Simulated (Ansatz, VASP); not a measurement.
**GaSb: VASP beside Ansatz**

```xyz
2
Lattice="0.0000 2.9064 2.9064 2.9064 0.0000 2.9064 2.9064 2.9064 0.0000" Properties=species:S:1:pos:R:3 pbc="T T T"
Ga    2.9064    2.9064    2.9064
Sb    0.0000    0.0000    0.0000
```

Change from the starting cell: species swapped into the CoH type (Fm-3m, No. 225).

Alike in both runs: functional PBE; k mesh 6 × 6 × 6; occupations gaussian, width 0.2 eV; no spin polarisation.

Ansatz relaxed the structure, and its values are those at the end. VASP's run is a single point on that final structure, the one shown.

|  | VASP | Ansatz |
| --- | --- | --- |
| version | VASP 6.6.1 | Ansatz 0.2.0 |
| potentials or method | VASP PAW PBE potentials, release 64 (Ga_d, Sb), cutoff 500 eV | scalar-relativistic, plane waves, PAW |
| valence electrons in the cell | 18 | 28 |

```csv
,VASP,Ansatz,Ansatz less VASP
gap on the k mesh at the Fermi level (eV),none,none,-
pressure (GPa),-0.1,-0.1,-0.02
```

A gap of «none» marks a metal or a gap that the smearing closes. VASP's potentials hold 18 valence electrons a cell and Ansatz's 28, so a difference there can come from the potentials and not from the codes.

Spin-orbit coupling is off throughout.
